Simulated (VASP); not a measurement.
A run of VASP 6.6.1:

INCAR

```
SYSTEM = GaN
PREC = Accurate
ENCUT = 520
EDIFF = 1E-7
ISMEAR = -1
SIGMA = 0.05
LREAL = .FALSE.
LASPH = .TRUE.
NELM = 60
ALGO = Normal
ISIF = 2
LWAVE = .FALSE.
LCHARG = .FALSE.
GGA = PE
NBANDS = 16
```

The input KPOINTS:

```
regular mesh
0
G
  11 11 11
  0 0 0
```

File POSCAR:

```
GaN
1.0
    0.0000000000      2.1341235173      2.1341235173
    2.1341235173      0.0000000000      2.1341235173
    2.1341235173      2.1341235173      0.0000000000
Ga N
1 1
Direct
    0.0000000000      0.0000000000      0.0000000000
    0.5000000000      0.5000000000      0.5000000000
```

Potentials or basis: VASP PAW PBE potentials, release 64 (Ga_d, N).

Command:

```sh
$ cat potpaw_PBE.64/Ga_d/POTCAR potpaw_PBE.64/N/POTCAR > POTCAR
$ mpirun -np 1 vasp_std > vasp.out
```

Hardware: 1 thread of Intel(R) Xeon(R) 6975P-C (Granite Rapids), on a shared host.

Question: Estimate the wall time of this run.

Answer: It took 6.7 s on 1 thread of Intel(R) Xeon(R) 6975P-C (Granite Rapids), with other jobs on the host, peak memory 0.14 GiB. Counts: scf iterations 14, k points 56.
